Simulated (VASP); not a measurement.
# SnTe (zincblende type) (F-43m) in VASP: single point with LDA

Aim: the single point of SnTe (zincblende type) with LDA.

All numbers are computed with VASP 6.6.1; they aren't measurements. Logs are shortened: lines on timing, memory, paths and dates and some standing lists are left out, and cuts for length are marked.

**1. The cell of the first run**

The structure is cubic, space group F-43m (No. 216). The conventional cell has a = 6.994 Å, b = 6.994 Å, c = 6.994 Å, α = 90.00°, β = 90.00°, γ = 90.00°. Sn (site symmetry -43m) has 4 Te at 3.03 Å within 4.0 Å. Te (site symmetry -43m) has 4 Sn at 3.03 Å within 4.0 Å.

**2. Single point, LDA**

Input file INCAR:

```
ALGO = Normal
EDIFF = 1E-6
ENCUT = 520
GGA = CA
ISIF = 2
ISMEAR = -1
LASPH = True
LCHARG = True
LELF = True
LREAL = False
LVHAR = True
LWAVE = False
NBANDS = 17
NELM = 60
PREC = Accurate
SIGMA = 0.1
```

Input file KPOINTS:

```
k-points
0
Gamma
  12 12 12
```

Input file POSCAR:

```
SnTe
1.0
    0.0000000000      3.4968307079      3.4968307079
    3.4968307079      0.0000000000      3.4968307079
    3.4968307079      3.4968307079      0.0000000000
Sn Te
1 1
Direct
    0.0000000000      0.0000000000      0.0000000000
    0.2500000000      0.2500000000      0.2500000000
```

Potentials or basis: VASP PAW LDA potentials, release 64 (Sn_d, Te).

Command:

```
cat potpaw_LDA.64/Sn_d/POTCAR potpaw_LDA.64/Te/POTCAR > POTCAR
mpirun -np 1 vasp_std > vasp.out
```

OUTCAR:

```text
EDIFF = 1E-6
   ENCUT = 520
   GGA = CA
   ISIF = 2
   ISMEAR = -1
   LASPH = True
   LREAL = False
   NELM = 60
   PREC = Accurate

 ion  position               nearest neighbor table
   1  0.000  0.000  0.000-   2 3.03   2 3.03   2 3.03   2 3.03
   2  0.250  0.250  0.250-   1 3.03   1 3.03   1 3.03   1 3.03

  LATTYP: Found a face centered cubic cell.
 ALAT       =     6.9936614158

  Lattice vectors:

 A1 = (   0.0000000000,   3.4968307079,   3.4968307079)
 A2 = (   3.4968307079,   0.0000000000,   3.4968307079)
 A3 = (   3.4968307079,   3.4968307079,   0.0000000000)

Analysis of symmetry for initial positions (statically):
=====================================================================
 Subroutine PRICEL returns:
 Original cell was already a primitive cell.

 Routine SETGRP: Setting up the symmetry group for a
 face centered cubic supercell.

 Subroutine GETGRP returns: Found 24 space group operations
 (whereof 24 operations were pure point group operations)
 out of a pool of 48 trial point group operations.

The static configuration has the point symmetry T_d .

Analysis of symmetry for dynamics (positions and initial velocities):
=====================================================================
 Subroutine PRICEL returns:
 Original cell was already a primitive cell.

 Routine SETGRP: Setting up the symmetry group for a
 face centered cubic supercell.

 Subroutine GETGRP returns: Found 24 space group operations
 (whereof 24 operations were pure point group operations)
 out of a pool of 48 trial point group operations.

The dynamic configuration has the point symmetry T_d .

 Subroutine INISYM returns: Found 24 space group operations
 (whereof 24 operations are pure point group operations),
 and found     1 'primitive' translations

----------------------------------------------------------------------------------------

                                     Primitive cell

  volume of cell :      85.5173

  direct lattice vectors                    reciprocal lattice vectors
     0.000000000  3.496830708  3.496830708    -0.142986619  0.142986619  0.142986619
     3.496830708  0.000000000  3.496830708     0.142986619 -0.142986619  0.142986619
     3.496830708  3.496830708  0.000000000     0.142986619  0.142986619 -0.142986619

  length of vectors
     4.945265412  4.945265412  4.945265412     0.247660089  0.247660089  0.247660089

  position of ions in fractional coordinates (direct lattice)
     0.000000000  0.000000000  0.000000000
     0.250000000  0.250000000  0.250000000

  ion indices of the primitive-cell ions
   primitive index   ion index
                 1           1
                 2           2

----------------------------------------------------------------------------------------

 KPOINTS: k-points

Automatic generation of k-mesh.
 Grid dimensions read from file:
 generate k-points for:   12   12   12

 Generating k-lattice:

  Cartesian coordinates                     Fractional coordinates (reciprocal lattice)
    -0.011915552  0.011915552  0.011915552     0.083333333  0.000000000  0.000000000
     0.011915552 -0.011915552  0.011915552     0.000000000  0.083333333  0.000000000
     0.011915552  0.011915552 -0.011915552     0.000000000  0.000000000  0.083333333

  Length of vectors
     0.020638341  0.020638341  0.020638341

  Shift w.r.t. Gamma in fractional coordinates (k-lattice)
     0.000000000  0.000000000  0.000000000

 Subroutine IBZKPT returns following result:
 ===========================================

 Found     72 irreducible k-points:

 Following reciprocal coordinates:
            Coordinates               Weight
  0.000000  0.000000  0.000000      1.000000
  0.083333  0.000000  0.000000      8.000000
  0.166667  0.000000  0.000000      8.000000
  0.250000  0.000000  0.000000      8.000000
  0.333333  0.000000  0.000000      8.000000
  0.416667  0.000000  0.000000      8.000000
[... 16 lines left out ...]
  0.500000  0.166667  0.000000     24.000000
 -0.416667  0.166667  0.000000     24.000000
 [... further k-points ...]
   k-points           NKPTS =     72   k-points in BZ     NKDIM =     72   number of bands    NBANDS=     17
   number of dos      NEDOS =    301   number of ions     NIONS =      2
   total plane-waves  NPLWV =  64000
   dimension x,y,z NGX =    40 NGY =   40 NGZ =   40
   dimension x,y,z NGXF=    80 NGYF=   80 NGZF=   80
   ions per type =               1   1
   NGX,Y,Z   is equivalent  to a cutoff of  13.45, 13.45, 13.45 a.u.
   NGXF,Y,Z  is equivalent  to a cutoff of  26.89, 26.89, 26.89 a.u.
 SYSTEM =  unknown system
   PREC   = accura    normal or accurate (medium, high low for compatibility)
   ISTART =      0    job   : 0-new  1-cont  2-samecut
   ICHARG =      2    charge: 1-file 2-atom 10-const
   ISPIN  =      1    spin polarized calculation?
   LNONCOLLINEAR =      F non collinear calculations
   LSORBIT =      F    spin-orbit coupling
   LASPH  =      T    aspherical Exc in radial PAW
   ENCUT  =  520.0 eV  38.22 Ry    6.18 a.u.   9.19  9.19  9.19*2*pi/ulx,y,z
   NELM   =     60;   NELMIN=  2; NELMDL= -5     # of ELM steps
   EDIFF  = 0.1E-05   stopping-criterion for ELM
   LREAL  =      F    real-space projection
   EDIFFG = 0.1E-04   stopping-criterion for IOM
   NSW    =      0    number of steps for IOM
   IBRION =     -1    ionic relax: 0-MD 1-quasi-New 2-CG
   NFREE  =      0    steps in history (QN), initial steepest desc. (CG)
   ISIF   =      2    stress and relaxation
   ISYM   =      2    0-nonsym 1-usesym 2-fastsym
   POTIM  = 0.5000    time-step for ionic-motion
   TEBEG  =    0.0;   TEEND  =   0.0 temperature during run
   PSTRESS=    0.0 pullay stress
   NELECT =      20.0000    total number of electrons
   NUPDOWN=      -1.0000    fix difference up-down
   EMIN   =  10.00;   EMAX   =-10.00  energy-range for DOS
   EFERMI =   0.00;   METHOD = LEGACY
   ISMEAR =    -1;   SIGMA  =   0.10  broadening in eV -4-tet -1-fermi 0-gaus
   EFERMI_NEDOS =   21; number of points for ismear=-14 and -15
   IALGO  =     38    algorithm
   IMIX   =      4    mixing-type and parameters
     AMIX     =   0.40;   BMIX     =  1.00
     AMIX_MAG =   1.60;   BMIX_MAG =  1.00
  volume/ion in A,a.u.               =      42.76       288.55
  Fermi-wavevector in a.u.,A,eV,Ry     =   1.008634  1.906042 13.841783  1.017342
  Thomas-Fermi vector in A             =   2.141513
   LORBIT       =      0    0 simple, 1 ext, 2 COOP (PROOUT), +10 PAW based schemes
   GGA     = CA    functional components
   LHFCALC =     F    Hartree Fock is set to
   AEXX    =    0.0000 exact exchange contribution
   IVDW    =     0    specifies the selected vdW correction
   LEPSILON=     F    determine dielectric tensor
   LRPA    =     F    only Hartree local field effects (RPA)
 non-spin polarized calculation
  energy-cutoff  :      520.00
  volume of cell :       85.52
 maximum number of plane-waves:      2332
 NGX is ok and might be reduce to    40
   NGX = 19   NGY = 19   NGZ = 19

 number of electron      19.9999998 magnetization

 Free energy of the ion-electron system (eV)
  ---------------------------------------------------
  ext. energy  EPLUGINS =         0.00000000
  ---------------------------------------------------
  free energy    TOTEN  =        -8.06221696 eV

  energy without entropy =       -8.04080253  energy(sigma->0) =       -8.05150974

 E-fermi :   3.7767     XC(G=0):  -8.1921

 val. band max:        3.7286491025   @ k =  -0.3333   0.4167   0.1667
 cond. band min:       3.7902401226   @ k =   0.5000   0.4167   0.0000
 fundamental gap:      0.0615910201
 Fermi energy:         3.7767055194

 k-point     1 :       0.0000    0.0000    0.0000
  band No.  band energies     occupation
      1     -17.9252      2.00000
      2     -17.9252      2.00000
      3     -17.9252      2.00000
      4     -17.9079      2.00000
      5     -17.9079      2.00000
      6      -8.3085      2.00000
[... 9 lines left out ...]
     16      10.2378      0.00000
     17      11.2811      0.00000

 k-point     2 :       0.0833    0.0000    0.0000
  band No.  band energies     occupation
      1     -17.9254      2.00000
      2     -17.9251      2.00000
      3     -17.9251      2.00000
      4     -17.9079      2.00000
      5     -17.9079      2.00000
      6      -8.2729      2.00000
[... 9 lines left out ...]
     16       9.9575      0.00000
     17      11.0586      0.00000

 k-point     3 :       0.1667    0.0000    0.0000
  band No.  band energies     occupation
      1     -17.9258      2.00000
      2     -17.9246      2.00000
      3     -17.9246      2.00000
      4     -17.9079      2.00000
      5     -17.9079      2.00000
      6      -8.1707      2.00000
[... 9 lines left out ...]
     16       9.6355      0.00000
     17      10.7495      0.00000

 k-point     4 :       0.2500    0.0000    0.0000
  band No.  band energies     occupation
      1     -17.9265      2.00000
      2     -17.9240      2.00000
      3     -17.9240      2.00000
      4     -17.9078      2.00000
      5     -17.9078      2.00000
      6      -8.0178      2.00000
[... 9 lines left out ...]
     16       9.5608      0.00000
     17      10.8518      0.00000

 k-point     5 :       0.3333    0.0000    0.0000
  band No.  band energies     occupation
      1     -17.9271      2.00000
      2     -17.9235      2.00000
      3     -17.9235      2.00000
      4     -17.9078      2.00000
      5     -17.9078      2.00000
      6      -7.8449      2.00000
[... 9 lines left out ...]
     16       9.8026      0.00000
     17      11.2127      0.00000

 k-point     6 :       0.4167    0.0000    0.0000
  band No.  band energies     occupation
      1     -17.9275      2.00000
      2     -17.9231      2.00000
      3     -17.9231      2.00000
      4     -17.9077      2.00000
      5     -17.9077      2.00000
      6      -7.7014      2.00000
[... 9 lines left out ...]
     16      10.3188      0.00000
     17      10.7415      0.00000
[... 281 lines left out ...]
 k-point    21 :       0.3333    0.1667    0.0000
  band No.  band energies     occupation
      1     -17.9279      2.00000
      2     -17.9231      2.00000
      3     -17.9229      2.00000
      4     -17.9084      2.00000
      5     -17.9074      2.00000
      6      -7.8521      2.00000
[... 9 lines left out ...]
     16      10.6260      0.00000
     17      11.7324      0.00000

 k-point    22 :       0.4167    0.1667    0.0000
  band No.  band energies     occupation
      1     -17.9282      2.00000
      2     -17.9228      2.00000
      3     -17.9225      2.00000
      4     -17.9083      2.00000
      5     -17.9074      2.00000
      6      -7.6939      2.00000
[... 9 lines left out ...]
     16      10.9310      0.00000
     17      11.3793      0.00000

 k-point    23 :       0.5000    0.1667    0.0000
  band No.  band energies     occupation
      1     -17.9283      2.00000
      2     -17.9226      2.00000
      3     -17.9223      2.00000
      4     -17.9081      2.00000
      5     -17.9075      2.00000
      6      -7.5836      2.00000
[... 9 lines left out ...]
     16      10.8445      0.00000
     17      11.0244      0.00000

 k-point    24 :      -0.4167    0.1667    0.0000
  band No.  band energies     occupation
      1     -17.9282      2.00000
      2     -17.9226      2.00000
      3     -17.9225      2.00000
      4     -17.9079      2.00000
      5     -17.9076      2.00000
      6      -7.5681      2.00000
[... 9 lines left out ...]
     16      10.2978      0.00000
     17      11.3706      0.00000

 [... further k-points ...]
[... 5 lines left out ...]
  --------------------------------------------------------------------------------------
  -------------------------------------------------------------------------------------
  Total        0.0312165      0.0312165      0.0312165      0.0000000      0.0000000      0.0000000
  in kB        0.5848450      0.5848450      0.5848450      0.0000000      0.0000000      0.0000000
  external PRESSURE =       0.5848450 kB  Pullay stress =       0.0000000 kB

 VOLUME and BASIS-vectors are now :
 -----------------------------------------------------------------------------
  energy-cutoff  :      520.00
  volume of cell :       85.52
      direct lattice vectors                 reciprocal lattice vectors
     0.000000000  3.496830708  3.496830708    -0.142986619  0.142986619  0.142986619
     3.496830708  0.000000000  3.496830708     0.142986619 -0.142986619  0.142986619
     3.496830708  3.496830708  0.000000000     0.142986619  0.142986619 -0.142986619

 POSITION                                       TOTAL-FORCE (eV/Angst)
 -----------------------------------------------------------------------------------
      0.00000      0.00000      0.00000         0.000000      0.000000      0.000000
      1.74842      1.74842      1.74842        -0.000000     -0.000000     -0.000000
 -----------------------------------------------------------------------------------
    total drift:                               -0.000000     -0.000000     -0.000000

  FREE ENERGIE OF THE ION-ELECTRON SYSTEM (eV)
  ---------------------------------------------------
  free  energy   TOTEN  =        -8.0622169583 eV

  energy  without entropy=       -8.0408025314  energy(sigma->0) =       -8.05150974
```

Wall time 2 min (1 thread of Intel Xeon 8259CL, shared host); peak memory 0.27 GiB.

What came out:

| Property | Result |
| --- | --- |
| Free energy | -8.0622 eV |
| Pressure | 0.1 GPa |
| Band gap on the k mesh | zero (bands 10 and 11 overlap by 0.30 eV) |

Caveat: semilocal functionals underestimate gaps, so a narrow gap can read as zero; spin-orbit coupling is left out, which moves the levels of the heavy elements.
